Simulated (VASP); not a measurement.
## BaTiO3: relaxation of the atoms with PBE

Crystal: BaTiO3.

```
Ba Ti O
1.0
     3.98550    0.00000    0.00000
     0.00000    2.83690    2.84515
     0.00000   -2.83690    2.84515
Ba Ti O
1 1 3
Direct
  0.00000 0.00000 0.00000
  0.50000 0.51240 0.51240
  0.00000 0.48740 0.48740
  0.50000 0.50524 0.99184
  0.50000 0.99184 0.50524
```

```json
{
  "Program": "VASP 6.6.1",
  "Task": "relaxation of the atoms",
  "Functional": "PBE",
  "Potentials or basis": "VASP PAW PBE potentials, release 64 (Ba_sv, Ti_sv, O)",
  "Cutoff": "520 eV",
  "k mesh": "5 × 5 × 5",
  "Occupations": "fermi-dirac, width 0.02 eV",
  "Spin": "no spin polarisation",
  "Dipole correction": "no",
  "Further INCAR settings": "ALGO = Normal; EDIFF = 1e-06; IBRION = 2; EDIFFG = -0.02; NSW = 80"
}
```

```
Energy gained by relaxing    : 5.0 meV/atom
Ionic steps                  : 6
Pressure after relaxing      : 5.4 GPa
Largest force after relaxing : 0.018 eV/Å
Band gap on the k mesh       : 2.21 eV (least direct gap 2.42 eV)
```

Forces on the atoms (eV/Å):
```
Ba   0.000  0.000  0.012
Ti   0.000  0.000  0.004
O    0.000  0.000 -0.018
O    0.000  0.007  0.000
O    0.000 -0.007  0.000
```

Stress tensor (GPa, compression positive):
```
4.81 0.00 0.00
0.00 5.67 0.00
0.00 0.00 5.75
```

Step by step:
```csv
step,energy change (eV),largest force (eV/Å),pressure (GPa)
1,0.0000,0.2656,4.10
2,-0.0102,0.2135,4.39
3,-0.0229,0.1524,5.58
4,-0.0231,0.1313,5.42
5,-0.0252,0.0245,5.41
6,-0.0252,0.0176,5.41
```

Final structure:
```xyz
5
Lattice="3.9855 0.0000 0.0000 0.0000 2.8369 2.8451 0.0000 -2.8369 2.8451" Properties=species:S:1:pos:R:3 pbc="T T T"
Ba    0.0000    0.0000    0.0310
Ti    1.9928    0.0000    2.9540
O     0.0000    0.0000    2.8060
O     1.9928   -1.3961    4.2085
O     1.9928    1.3961    4.2085
```

Levels at points of the mesh, in eV from the valence-band top:
```tsv
k point	band 16	band 17	band 18	band 19	band 20	band 21	band 22	band 23	band 24
(0.00, 0.00, 0.00)	-1.15	-0.98	-0.29	-0.28	-0.21	2.21	2.35	2.46	4.36
```

Run time: 81 s on 1 thread of Intel(R) Xeon(R) Platinum 8488C (Sapphire Rapids) (shared host), peak memory 0.19 GiB.

Caveat: spin-orbit coupling is left out, which moves the levels of the heavy elements. Expect the measured gap to be larger: semilocal functionals such as PBE lack the derivative discontinuity.
